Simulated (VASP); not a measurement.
A run of VASP 6.6.1 is set up as follows.

The input INCAR:

```
  PREC = Accurate
  ENCUT = 520
  EDIFF = 1E-6
  ISMEAR = 0
  SIGMA = 0.1
  LREAL = Auto
  LASPH = True
  NELM = 100
  ALGO = Normal
  ISIF = 2
  LWAVE = False
  LCHARG = False
  GGA = PE
  NBANDS = 208
```

KPOINTS

```
Automatic mesh
0
Gamma
  2 2 2
```

POSCAR

```
Tl
1.0
   -6.0387111300      6.0387111300      6.0387111300
    6.0387111300     -6.0387111300      6.0387111300
    6.0387111300      6.0387111300     -6.0387111300
Tl
29
Direct
    0.0000000000      0.0000000000      0.3632457100
    0.0000000000      0.0000000000      0.0000000000
    0.0000000000      0.3172478900      0.5983842700
    0.0000000000      0.3632457100      0.0000000000
    0.0000000000      0.5983842700      0.3172478900
    0.0000000000      0.6255332200      0.8091336200
    0.0000000000      0.8091336200      0.6255332200
    0.8163996000      0.1908663800      0.1908663800
    0.8091336200      0.0000000000      0.6255332200
    0.8091336200      0.6255332200      0.0000000000
    0.7188636200      0.4016157300      0.4016157300
    0.6827521100      0.6827521100      0.2811363800
    0.6827521100      0.2811363800      0.6827521100
    0.6367542900      0.6367542900      0.6367542900
    0.6255332200      0.8091336200      0.0000000000
    0.6255332200      0.0000000000      0.8091336200
    0.5983842700      0.0000000000      0.3172478900
    0.5983842700      0.3172478900      0.0000000000
    0.4016157300      0.4016157300      0.7188636200
    0.4016157300      0.7188636200      0.4016157300
    0.3744667800      0.3744667800      0.1836004000
    0.3744667800      0.1836004000      0.3744667800
    0.3632457100      0.0000000000      0.0000000000
    0.3172478900      0.5983842700      0.0000000000
    0.3172478900      0.0000000000      0.5983842700
    0.2811363800      0.6827521100      0.6827521100
    0.1908663800      0.1908663800      0.8163996000
    0.1908663800      0.8163996000      0.1908663800
    0.1836004000      0.3744667800      0.3744667800
```

Potentials or basis: VASP PAW PBE potentials, release 64 (Tl_d).

Command:

```console
$ cat potpaw_PBE.64/Tl_d/POTCAR > POTCAR
$ mpirun -np 1 vasp_std > vasp.out
```

Question: Estimate the largest force.

Answer: 0.049 eV/Å.

Question: Predict the pressure.

Answer: 1.1 GPa.

Question: Estimate the band gap on the k mesh.

Answer: Zero (an odd number of electrons rules out a gap without spin polarisation).

Forces on the atoms (eV/Å):
```
Tl   0.007  0.007 -0.007
Tl   0.000  0.000  0.000
Tl   0.018 -0.020  0.020
Tl   0.007 -0.007  0.007
Tl   0.018  0.020 -0.020
Tl  -0.046 -0.012  0.012
Tl  -0.046  0.012 -0.012
Tl   0.046  0.012  0.012
Tl   0.012 -0.046 -0.012
Tl   0.012 -0.012 -0.046
Tl  -0.018  0.020  0.020
Tl  -0.020 -0.020 -0.018
Tl  -0.020 -0.018 -0.020
Tl  -0.007 -0.007 -0.007
Tl  -0.012  0.012 -0.046
Tl  -0.012 -0.046  0.012
Tl   0.020  0.018 -0.020
Tl   0.020 -0.020  0.018
Tl   0.020  0.020 -0.018
Tl   0.020 -0.018  0.020
Tl  -0.012 -0.012  0.046
Tl  -0.012  0.046 -0.012
Tl  -0.007  0.007  0.007
Tl  -0.020  0.020  0.018
Tl  -0.020  0.018  0.020
Tl  -0.018 -0.020 -0.020
Tl   0.012  0.012  0.046
Tl   0.012  0.046  0.012
Tl   0.046 -0.012 -0.012
```

Caveat: the k points lie up to 0.37 Å⁻¹ apart, too coarse for converged energies and pressures of a metal; spin-orbit coupling is left out, which moves the levels of the heavy elements.
